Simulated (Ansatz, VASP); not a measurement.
## W: VASP beside Ansatz

Contents of INCAR:

```
SYSTEM = W
  ALGO = Fast
  EDIFF = 1E-6
  ENCUT = 520
  GGA = PS
  ISIF = 2
  ISMEAR = 0
  LASPH = .True.
  LCHARG = .True.
  LELF = .True.
  LREAL = .False.
  LVHAR = .True.
  LWAVE = .False.
  NBANDS = 36
  NELM = 100
  PREC = Accurate
  SIGMA = 0.15
```

KPOINTS

```
k-points
0
Gamma
  18 18 5
  0 0 0
```

File POSCAR:

```
W
1.0
   -1.5973000000      1.5973000000     -1.5973000000
   -1.5973000000     -1.5973000000      1.5973000000
    0.0000000000      6.5659766953      6.5659766953
W
4
Direct
    0.0000000000      0.0000000000      0.8514422544
    0.5000000000      0.5000000000      0.1216346078
    0.0000000000      0.0000000000      0.3649038233
    0.5000000000      0.5000000000      0.6081730389
```

Input for Ansatz:

```yaml
crystal:
  lattice:
    - [-1.5973, 1.5973, -1.5973]
    - [-1.5973, -1.5973, 1.5973]
    - [0.0, 6.5659766953, 6.5659766953]
  atoms:
    - { symbol: W, position: [0.0, 0.0, 0.8514422544] }
    - { symbol: W, position: [0.5, 0.5, 0.1216346078] }
    - { symbol: W, position: [0.0, 0.0, 0.3649038233] }
    - { symbol: W, position: [0.5, 0.5, 0.6081730389] }
basis:
  ecutwfc: 420
kpoints:
  mp_grid: { grid: [18, 18, 5] }
hamiltonian:
  xc: pbesol
scf:
  occupations: { method: gaussian, width: 0.15 }
output:
  forces: true
  stress: true
  eigenvalues: true
```

Alike in both runs: task single point; functional PBEsol; k mesh 18 × 18 × 5; occupations gaussian, width 0.15 eV; no spin polarisation.

|  | VASP | Ansatz |
| --- | --- | --- |
| version | VASP 6.6.1 | Ansatz 0.2.0 |
| potentials or method | VASP PAW PBE potentials, release 64 (W_sv), cutoff 520 eV | scalar-relativistic, plane waves, PAW |
| valence electrons in the cell | 56 | 56 |

|  | VASP | Ansatz | Ansatz less VASP |
| --- | --- | --- | --- |
| gap on the k mesh at the Fermi level (eV) | none | none | - |
| pressure (GPa) | -16.6 | -17.0 | -0.40 |
| traceless stress, the component that is largest in VASP (GPa) | -2.70 | -2.66 | +0.036 |
| rms of the force components (eV/Å) | 0.496 | 0.490 | -0.0059 |

VASP's potentials were made for PBE, not for PBEsol. Atom by atom the forces differ by 0.006 eV/Å (rms over components). A gap of «none» marks a metal or a gap that the smearing closes.

Spin-orbit coupling is off throughout.
